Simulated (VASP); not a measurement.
**TiO2: single point with PBE**

TiO2:

```
Ti O
1.0
     4.91829    0.00000    0.00000
     0.00000    4.91829    0.00000
     0.00000    0.00000    2.78277
Ti O
2 4
Direct
  0.00000 0.00000 0.00000
  0.50000 0.50000 0.50000
  0.30510 0.30510 0.00000
  0.19490 0.80510 0.50000
  0.69490 0.69490 0.00000
  0.80510 0.19490 0.50000
```

This cell differs from its parent crystal: volume 11.219 Å^3 an atom, c/a of the conventional cell 0.5658.

```yaml
Program: VASP 6.6.1
Task: single point
Functional: PBE
Potentials_or_basis: VASP PAW PBE potentials, release 64 (Ti_sv, O)
Cutoff: 520 eV
k_mesh: 8 × 8 × 10
Occupations: gaussian, width 0.05 eV
Spin: no spin polarisation
Dipole_correction: no
Further_INCAR_settings: ALGO = Normal; EDIFF = 1e-06; NBANDS = 33
```

| Property | Result |
| --- | --- |
| Pressure | -3.9 GPa |
| Largest force | 0.406 eV/Å |
| Band gap on the k mesh | 1.82 eV, indirect (least direct gap 1.85 eV) |

Forces in eV/Å, atoms in the order of the input:
```
Ti   0.000  0.000  0.000
Ti   0.000  0.000  0.000
O    0.287  0.287  0.000
O   -0.287  0.287  0.000
O   -0.287 -0.287  0.000
O    0.287 -0.287  0.000
```

Stress tensor (GPa, compression positive):
```
-14.08   0.00   0.00
  0.00 -14.08   0.00
  0.00   0.00  16.49
```

Levels at points of the mesh, in eV from the valence-band top:
```
           k point  band 20  band 21  band 22  band 23  band 24  band 25  band 26  band 27  band 28  band 29
(0.00, 0.00, 0.00)    -0.81    -0.26    -0.26    -0.10    -0.01     1.84     1.96     3.03     3.03     3.09
(0.50, 0.00, 0.00)    -2.61    -0.57    -0.57    -0.53    -0.53     2.44     2.44     3.31     3.31     3.95
(0.50, 0.50, 0.00)    -1.96    -0.85    -0.85    -0.39    -0.39     1.82     1.82     3.04     3.04     4.16
(0.00, 0.00, 0.50)    -2.88    -1.43    -1.43    -1.23    -1.23     2.98     2.98     3.55     3.55     4.16
(0.50, 0.00, 0.50)    -1.87    -1.74    -1.74    -0.64    -0.64     2.17     2.17     3.80     3.80     4.07
(0.50, 0.50, 0.50)    -2.83    -0.76    -0.76    -0.61    -0.61     2.76     2.76     3.21     3.21     4.17
```

It took 84 s on 1 thread of Intel(R) Xeon(R) 6975P-C (Granite Rapids), on a shared host, peak memory 0.29 GiB.

 A k mesh can miss the band edges.
